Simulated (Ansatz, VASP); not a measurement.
## MgO in VASP and in Ansatz

```
Mg O
1.0
     3.52132    0.00000    0.00000
    -1.76066    3.04955    0.00000
     0.00000    0.00000    4.23938
Mg O
2 2
Direct
  0.64318 0.33333 0.75000
  0.35682 0.66667 0.25000
  0.68349 0.33333 0.25000
  0.31651 0.66667 0.75000
```

Change from the starting cell: mode 4 frozen in at -0.083 Å and mode 7 at +0.000 Å (largest displacements).

Alike in both runs: task single point; functional PBE; k mesh 9 × 9 × 6; occupations gaussian, width 0.05 eV; no spin polarisation.

|  | VASP | Ansatz |
| --- | --- | --- |
| version | VASP 6.6.1 | Ansatz 0.2.0 |
| potentials or method | VASP PAW PBE potentials, release 64 (Mg, O), cutoff 520 eV | scalar-relativistic, plane waves, PAW |
| valence electrons in the cell | 16 | 32 |

```csv
,VASP,Ansatz,Ansatz less VASP
gap on the k mesh at the Fermi level (eV),3.21,3.24,+0.021
least direct gap on the mesh (eV),3.21,3.24,+0.021
pressure (GPa),-0.5,0.1,+0.56
"traceless stress, the component that is largest in VASP (GPa)",-0.66,-0.66,-0.005
rms of the force components (eV/Å),0.274,0.272,-0.0025
```

Atom by atom the forces differ by 0.002 eV/Å (rms over components). VASP's potentials hold 16 valence electrons a cell and Ansatz's 32, so a difference there can come from the potentials and not from the codes.
